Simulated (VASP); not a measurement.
# Sn4P (Pm-3m) in VASP: further runs

The runs below take Sn4P through single point, relaxation of cell and atoms, with PBE.

Program: VASP 6.6.1. These are calculated values, not measurements. Logs are shortened: lines on timing, memory, paths and dates and some standing lists are left out, and cuts for length are marked.

## 1. The cell of the first run

Symmetry: Pm-3m, No. 221, cubic system. Conventional cell: a = 4.905 Å, b = 4.905 Å, c = 4.905 Å, α = 90.00°, β = 90.00°, γ = 90.00°. Within 3.2 Å of Sn (site symmetry 4/mmm) lie 2 P at 2.45 Å. Sn (site symmetry m-3m) has 12 Sn at 3.47 Å and 8 P at 4.25 Å within 4.6 Å. P (site symmetry m-3m) has 6 Sn at 2.45 Å within 3.2 Å.

## 2. Single point, PBE

File INCAR:

```
SYSTEM = Sn4P
PREC = Accurate ; ENCUT = 520
EDIFF = 1E-6 ; ISMEAR = 0
SIGMA = 0.1 ; LREAL = .False.
LASPH = .True. ; NELM = 60
ALGO = Normal ; ISIF = 2
LWAVE = .False. ; LCHARG = .True.
GGA = PE ; LELF = .True.
LVHAR = .True. ; NBANDS = 38
```

File KPOINTS:

```
regular mesh
0
Gamma
  4 4 4
  0 0 0
```

File POSCAR:

```
Sn4P
1.0
    4.9045975400      0.0000000000      0.0000000000
    0.0000000000      4.9045975400      0.0000000000
    0.0000000000      0.0000000000      4.9045975400
Sn P
4 1
Direct
    0.0000000000      0.5000000000      0.5000000000
    0.5000000000      0.5000000000      0.0000000000
    0.5000000000      0.0000000000      0.5000000000
    0.0000000000      0.0000000000      0.0000000000
    0.5000000000      0.5000000000      0.5000000000
```

Potentials or basis: VASP PAW PBE potentials, release 64 (Sn_d, P).

On the command line:

```console
> cat potpaw_PBE.64/Sn_d/POTCAR potpaw_PBE.64/P/POTCAR > POTCAR
> mpirun -np 1 vasp_std > vasp.out
```

OUTCAR:

```text
SYSTEM = Sn4P
   PREC = Accurate
   ENCUT = 520
   EDIFF = 1E-6
   ISMEAR = 0
   LREAL = .False.
   LASPH = .True.
   NELM = 60
   ISIF = 2
   GGA = PE

 ion  position               nearest neighbor table
   1  0.000  0.500  0.500-   5 2.45   5 2.45   4 3.47   2 3.47   2 3.47   4 3.47   3 3.47   4 3.47
                             4 3.47   2 3.47   3 3.47   3 3.47   2 3.47   3 3.47
   2  0.500  0.500  0.000-   5 2.45   5 2.45   4 3.47   1 3.47   1 3.47   3 3.47   3 3.47   3 3.47
                             4 3.47   3 3.47   1 3.47   4 3.47   1 3.47   4 3.47
   3  0.500  0.000  0.500-   5 2.45   5 2.45   4 3.47   1 3.47   2 3.47   4 3.47   1 3.47   2 3.47
                             2 3.47   2 3.47   1 3.47   4 3.47   4 3.47   1 3.47
   4  0.000  0.000  0.000-   1 3.47   2 3.47   3 3.47   1 3.47   3 3.47   1 3.47   2 3.47   1 3.47
                             2 3.47   3 3.47   3 3.47   2 3.47
   5  0.500  0.500  0.500-   1 2.45   2 2.45   3 2.45   2 2.45   3 2.45   1 2.45

  LATTYP: Found a simple cubic cell.
 ALAT       =     4.9045975400

  Lattice vectors:

 A1 = (   4.9045975400,   0.0000000000,   0.0000000000)
 A2 = (   0.0000000000,   4.9045975400,   0.0000000000)
 A3 = (   0.0000000000,   0.0000000000,   4.9045975400)

Analysis of symmetry for initial positions (statically):
=====================================================================
 Subroutine PRICEL returns:
 Original cell was already a primitive cell.

 Routine SETGRP: Setting up the symmetry group for a
 simple cubic supercell.

 Subroutine GETGRP returns: Found 48 space group operations
 (whereof 48 operations were pure point group operations)
 out of a pool of 48 trial point group operations.

The static configuration has the point symmetry O_h .

Analysis of symmetry for dynamics (positions and initial velocities):
=====================================================================
 Subroutine PRICEL returns:
 Original cell was already a primitive cell.

 Routine SETGRP: Setting up the symmetry group for a
 simple cubic supercell.

 Subroutine GETGRP returns: Found 48 space group operations
 (whereof 48 operations were pure point group operations)
 out of a pool of 48 trial point group operations.

The dynamic configuration has the point symmetry O_h .

 Subroutine INISYM returns: Found 48 space group operations
 (whereof 48 operations are pure point group operations),
 and found     1 'primitive' translations

----------------------------------------------------------------------------------------

                                     Primitive cell

  volume of cell :     117.9805

  direct lattice vectors                    reciprocal lattice vectors
     4.904597540  0.000000000  0.000000000     0.203890328  0.000000000  0.000000000
     0.000000000  4.904597540  0.000000000     0.000000000  0.203890328  0.000000000
     0.000000000  0.000000000  4.904597540     0.000000000  0.000000000  0.203890328

  length of vectors
     4.904597540  4.904597540  4.904597540     0.203890328  0.203890328  0.203890328

  position of ions in fractional coordinates (direct lattice)
     0.000000000  0.500000000  0.500000000
     0.500000000  0.500000000  0.000000000
     0.500000000  0.000000000  0.500000000
     0.000000000  0.000000000  0.000000000
     0.500000000  0.500000000  0.500000000

  ion indices of the primitive-cell ions
   primitive index   ion index
                 1           1
                 2           2
                 3           3
                 4           4
                 5           5

----------------------------------------------------------------------------------------

 KPOINTS: regular mesh

Automatic generation of k-mesh.
 Grid dimensions read from file:
 generate k-points for:    4    4    4

 Generating k-lattice:

  Cartesian coordinates                     Fractional coordinates (reciprocal lattice)
     0.050972582  0.000000000  0.000000000     0.250000000  0.000000000  0.000000000
     0.000000000  0.050972582  0.000000000     0.000000000  0.250000000  0.000000000
     0.000000000  0.000000000  0.050972582     0.000000000  0.000000000  0.250000000

  Length of vectors
     0.050972582  0.050972582  0.050972582

  Shift w.r.t. Gamma in fractional coordinates (k-lattice)
     0.000000000  0.000000000  0.000000000

 Subroutine IBZKPT returns following result:
 ===========================================

 Found     10 irreducible k-points:

 Following reciprocal coordinates:
            Coordinates               Weight
  0.000000  0.000000  0.000000      1.000000
  0.250000  0.000000  0.000000      6.000000
  0.500000  0.000000  0.000000      3.000000
  0.250000  0.250000  0.000000     12.000000
  0.500000  0.250000  0.000000     12.000000
  0.500000  0.500000  0.000000      3.000000
  0.250000  0.250000  0.250000      8.000000
  0.500000  0.250000  0.250000     12.000000
  0.500000  0.500000  0.250000      6.000000
  0.500000  0.500000  0.500000      1.000000
   k-points           NKPTS =     10   k-points in BZ     NKDIM =     10   number of bands    NBANDS=     38
   number of dos      NEDOS =    301   number of ions     NIONS =      5
   total plane-waves  NPLWV =  46656
   dimension x,y,z NGX =    36 NGY =   36 NGZ =   36
   dimension x,y,z NGXF=    72 NGYF=   72 NGZF=   72
   ions per type =               4   1
   NGX,Y,Z   is equivalent  to a cutoff of  12.20, 12.20, 12.20 a.u.
   NGXF,Y,Z  is equivalent  to a cutoff of  24.41, 24.41, 24.41 a.u.
 SYSTEM =  Sn4P
   PREC   = accura    normal or accurate (medium, high low for compatibility)
   ISTART =      0    job   : 0-new  1-cont  2-samecut
   ICHARG =      2    charge: 1-file 2-atom 10-const
   ISPIN  =      1    spin polarized calculation?
   LNONCOLLINEAR =      F non collinear calculations
   LSORBIT =      F    spin-orbit coupling
   LASPH  =      T    aspherical Exc in radial PAW
   ENCUT  =  520.0 eV  38.22 Ry    6.18 a.u.   9.12  9.12  9.12*2*pi/ulx,y,z
   NELM   =     60;   NELMIN=  2; NELMDL= -5     # of ELM steps
   EDIFF  = 0.1E-05   stopping-criterion for ELM
   LREAL  =      F    real-space projection
   EDIFFG = 0.1E-04   stopping-criterion for IOM
   NSW    =      0    number of steps for IOM
   IBRION =     -1    ionic relax: 0-MD 1-quasi-New 2-CG
   NFREE  =      0    steps in history (QN), initial steepest desc. (CG)
   ISIF   =      2    stress and relaxation
   ISYM   =      2    0-nonsym 1-usesym 2-fastsym
   POTIM  = 0.5000    time-step for ionic-motion
   TEBEG  =    0.0;   TEEND  =   0.0 temperature during run
   PSTRESS=    0.0 pullay stress
   NELECT =      61.0000    total number of electrons
   NUPDOWN=      -1.0000    fix difference up-down
   EMIN   =  10.00;   EMAX   =-10.00  energy-range for DOS
   EFERMI =   0.00;   METHOD = LEGACY
   ISMEAR =     0;   SIGMA  =   0.10  broadening in eV -4-tet -1-fermi 0-gaus
   EFERMI_NEDOS =   21; number of points for ismear=-14 and -15
   IALGO  =     38    algorithm
   IMIX   =      4    mixing-type and parameters
     AMIX     =   0.40;   BMIX     =  1.00
     AMIX_MAG =   1.60;   BMIX_MAG =  1.00
  volume/ion in A,a.u.               =      23.60       159.23
  Fermi-wavevector in a.u.,A,eV,Ry     =   1.313958  2.483020 23.490254  1.726485
  Thomas-Fermi vector in A             =   2.444244
   LORBIT       =      0    0 simple, 1 ext, 2 COOP (PROOUT), +10 PAW based schemes
   GGA     = PE    functional components
   LHFCALC =     F    Hartree Fock is set to
   AEXX    =    0.0000 exact exchange contribution
   IVDW    =     0    specifies the selected vdW correction
   LEPSILON=     F    determine dielectric tensor
   LRPA    =     F    only Hartree local field effects (RPA)
 non-spin polarized calculation
 Gauss-broadening in eV      SIGMA  =   0.10
  energy-cutoff  :      520.00
  volume of cell :      117.98
 maximum number of plane-waves:      3196
   NGX = 19   NGY = 19   NGZ = 19

 number of electron      60.9999973 magnetization

 Free energy of the ion-electron system (eV)
  ---------------------------------------------------
  ext. energy  EPLUGINS =         0.00000000
  ---------------------------------------------------
  free energy    TOTEN  =       -18.36589467 eV

  energy without entropy =      -18.33940937  energy(sigma->0) =      -18.35265202

 E-fermi :   8.9556     XC(G=0): -10.6037

 val. band max:        8.9415386191   @ k =   0.5000   0.5000   0.0000
 cond. band min:       8.9633228760   @ k =   0.5000   0.2500   0.0000
 fundamental gap:      0.0217842570
 Fermi energy:         8.9556239166

 k-point     1 :       0.0000    0.0000    0.0000
  band No.  band energies     occupation
      1     -13.2426      2.00000
      2     -12.9751      2.00000
      3     -12.9751      2.00000
      4     -12.9751      2.00000
      5     -12.9346      2.00000
      6     -12.9346      2.00000
[... 30 lines left out ...]
     37      12.7266      0.00000
     38      13.6272      0.00000

 k-point     2 :       0.2500    0.0000    0.0000
  band No.  band energies     occupation
      1     -13.1998      2.00000
      2     -12.9709      2.00000
      3     -12.9615      2.00000
      4     -12.9470      2.00000
      5     -12.9470      2.00000
      6     -12.9328      2.00000
[... 30 lines left out ...]
     37      13.1793      0.00000
     38      13.2591      0.00000

 k-point     3 :       0.5000    0.0000    0.0000
  band No.  band energies     occupation
      1     -13.1412      2.00000
      2     -13.0042      2.00000
      3     -12.9664      2.00000
      4     -12.9310      2.00000
      5     -12.8808      2.00000
      6     -12.8808      2.00000
[... 30 lines left out ...]
     37      11.9668      0.00000
     38      12.1503      0.00000

 k-point     4 :       0.2500    0.2500    0.0000
  band No.  band energies     occupation
      1     -13.1614      2.00000
      2     -12.9723      2.00000
      3     -12.9566      2.00000
      4     -12.9503      2.00000
      5     -12.9378      2.00000
      6     -12.9239      2.00000
[... 30 lines left out ...]
     37      14.0074      0.00000
     38      14.5002      0.00000

 k-point     5 :       0.5000    0.2500    0.0000
  band No.  band energies     occupation
      1     -13.1058      2.00000
      2     -13.0119      2.00000
      3     -12.9615      2.00000
      4     -12.9429      2.00000
      5     -12.8865      2.00000
      6     -12.8851      2.00000
[... 30 lines left out ...]
     37      13.8161      0.00000
     38      14.3611      0.00000

 k-point     6 :       0.5000    0.5000    0.0000
  band No.  band energies     occupation
      1     -13.0399      2.00000
      2     -13.0194      2.00000
      3     -13.0194      2.00000
      4     -12.9031      2.00000
      5     -12.8875      2.00000
      6     -12.8875      2.00000
[... 30 lines left out ...]
     37      13.6280      0.00000
     38      14.6903      0.00000

 k-point     7 :       0.2500    0.2500    0.2500
  band No.  band energies     occupation
      1     -13.1305      2.00000
      2     -12.9797      2.00000
      3     -12.9797      2.00000
      4     -12.9320      2.00000
      5     -12.9220      2.00000
      6     -12.9220      2.00000
[... 30 lines left out ...]
     37      13.4620      0.00000
     38      14.4501      0.00000

 k-point     8 :       0.5000    0.2500    0.2500
  band No.  band energies     occupation
      1     -13.0833      2.00000
      2     -13.0205      2.00000
      3     -12.9843      2.00000
      4     -12.9251      2.00000
      5     -12.8921      2.00000
      6     -12.8902      2.00000
[... 30 lines left out ...]
     37      12.7036      0.00000
     38      13.4080      0.00000

 k-point     9 :       0.5000    0.5000    0.2500
  band No.  band energies     occupation
      1     -13.0385      2.00000
      2     -13.0287      2.00000
      3     -13.0287      2.00000
      4     -12.8948      2.00000
      5     -12.8948      2.00000
      6     -12.8899      2.00000
[... 30 lines left out ...]
     37      13.7573      0.00000
     38      14.0850      0.00000

 k-point    10 :       0.5000    0.5000    0.5000
  band No.  band energies     occupation
      1     -13.0377      2.00000
      2     -13.0377      2.00000
      3     -13.0377      2.00000
      4     -12.8988      2.00000
      5     -12.8988      2.00000
      6     -12.8988      2.00000
[... 30 lines left out ...]
     37      13.1449      0.00000
     38      13.9026      0.00000

------------------------ aborting loop because EDIFF is reached ----------------------------------------

  FORCE on cell =-STRESS in cart. coord.  units (eV):
  Direction    XX          YY          ZZ          XY          YZ          ZX
  --------------------------------------------------------------------------------------
  -------------------------------------------------------------------------------------
  Total        9.2599166      9.2599166      9.2599166      0.0000000      0.0000000     -0.0000000
  in kB      125.7498654    125.7498654    125.7498654      0.0000000      0.0000000     -0.0000000
  external PRESSURE =     125.7498654 kB  Pullay stress =       0.0000000 kB

 VOLUME and BASIS-vectors are now :
 -----------------------------------------------------------------------------
  energy-cutoff  :      520.00
  volume of cell :      117.98
      direct lattice vectors                 reciprocal lattice vectors
     4.904597540  0.000000000  0.000000000     0.203890328  0.000000000  0.000000000
     0.000000000  4.904597540  0.000000000     0.000000000  0.203890328  0.000000000
     0.000000000  0.000000000  4.904597540     0.000000000  0.000000000  0.203890328

 POSITION                                       TOTAL-FORCE (eV/Angst)
 -----------------------------------------------------------------------------------
      0.00000      2.45230      2.45230         0.000000      0.000000      0.000000
      2.45230      2.45230      0.00000         0.000000      0.000000      0.000000
      2.45230      0.00000      2.45230         0.000000      0.000000      0.000000
      0.00000      0.00000      0.00000         0.000000      0.000000      0.000000
      2.45230      2.45230      2.45230         0.000000      0.000000      0.000000
 -----------------------------------------------------------------------------------
    total drift:                                0.000000      0.000000      0.000000

  FREE ENERGIE OF THE ION-ELECTRON SYSTEM (eV)
  ---------------------------------------------------
  free  energy   TOTEN  =       -18.3658946721 eV

  energy  without entropy=      -18.3394093694  energy(sigma->0) =      -18.35265202
```

Run time: 21 s. Hardware: 1 thread of AMD EPYC 9R45 (Zen 5), shared host; peak memory 0.18 GiB.

What came out:

| Item | Value |
| --- | --- |
| Free energy | -18.3659 eV |
| Pressure | 12.6 GPa |

Levels at points of the mesh, in eV from the Fermi level:
| k point | band 26 | band 27 | band 28 | band 29 | band 30 | band 31 | band 32 | band 33 | band 34 | band 35 |
| --- | --- | --- | --- | --- | --- | --- | --- | --- | --- | --- |
| (0.00, 0.00, 0.00) | -6.02 | -6.02 | -2.28 | -1.08 | -1.08 | -1.08 | 1.47 | 1.47 | 1.47 | 3.77 |
| (0.50, 0.00, 0.00) | -5.81 | -5.80 | -2.10 | -2.10 | -0.43 | 1.04 | 1.20 | 1.20 | 1.28 | 2.74 |
| (0.50, 0.50, 0.00) | -5.44 | -1.69 | -1.69 | -1.42 | -0.81 | -0.81 | -0.01 | 1.27 | 1.27 | 1.71 |
| (0.50, 0.50, 0.50) | -4.72 | -4.72 | -4.72 | 1.43 | 1.43 | 1.43 | 1.80 | 1.80 | 3.48 | 4.19 |

Caveat: spin-orbit coupling is left out, which moves the levels of the heavy elements.

(Part 1 of 2 ends here.)
